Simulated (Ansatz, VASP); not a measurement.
# One calculation of Bi2Te2O3, two programs

```
CELL_PARAMETERS angstrom
-2.06547 2.06547 9.68843
2.06547 -2.06547 9.68843
2.06547 2.06547 -9.68843
ATOMIC_POSITIONS crystal
Bi 0.68613 0.68613 0.00000
Bi 0.31387 0.31387 0.00000
Te 0.89804 0.89804 0.00000
Te 0.10196 0.10196 0.00000
O 0.25000 0.75000 0.50000
O 0.75000 0.25000 0.50000
O 0.00000 0.00000 0.00000
```

Alike in both runs: functional PBE; k mesh 4 × 4 × 4; occupations gaussian, width 0.15 eV; no spin polarisation.

Ansatz relaxed the structure, and its values are those at the end. VASP's run is a single point on that final structure, the one shown.

|  | VASP | Ansatz |
| --- | --- | --- |
| version | VASP 6.6.1 | Ansatz 0.2.0 |
| potentials or method | VASP PAW PBE potentials, release 64 (Bi_d, Te, O), cutoff 520 eV | scalar-relativistic, plane waves, PAW |
| valence electrons in the cell | 60 | 80 |

|  | VASP | Ansatz | Ansatz less VASP |
| --- | --- | --- | --- |
| gap on the k mesh at the Fermi level (eV) | none | none | - |
| pressure (GPa) | 0.2 | 0.3 | +0.05 |
| rms of the force components (eV/Å) | 0.027 | 0.022 | -0.0053 |

A gap of «none» marks a metal or a gap that the smearing closes. VASP's potentials hold 60 valence electrons a cell and Ansatz's 80, so a difference there can come from the potentials and not from the codes.

The k mesh is coarse, so the values compare programs but aren't converged. Spin-orbit coupling is off throughout.
